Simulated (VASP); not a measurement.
Runs of VASP 6.6.1 on MoS. The structure is that of space group Fm-3m (No. 225), or close to it. The cells are those of the table. 

```csv
level,cell,k mesh,gap on the mesh (eV),pressure (GPa),moment (μB)
r2SCAN,"a = 3.611 Å, angles 60.0°, 2 atoms",12 × 12 × 12,none,(a),0.00
PBE,"a = 3.508 Å, angles 60.0°, 2 atoms",6 × 6 × 6,none,0.0,0.56
PBE,"a = 3.592 Å, angles 60.0°, 2 atoms",6 × 6 × 6,none,-10.2,0.56
r2SCAN,"a = 3.508 Å, angles 60.0°, 2 atoms",12 × 12 × 12,none,-1.4,0.00
r2SCAN,"a = 3.616 Å, angles 60.0°, 2 atoms",12 × 12 × 12,none,(b),0.00
```

Alike in all rows: task single point; potentials or basis VASP PAW PBE potentials, release 64 (Mo_sv, S); spin collinear, ferromagnetic start; cutoff (eV) 520; smearing gaussian 0.05 eV.

Question: Fill in the values left out.

Answer: (a) -13.6; (b) -14.1.

Caveats: some runs use coarse meshes; the PAW data sets were made with another functional, which shifts forces and pressure a little (some runs).

A k mesh can miss the band edges, and the runs leave out spin-orbit coupling on Mo.

A gap of «none» marks levels without a gap at the run's occupations.
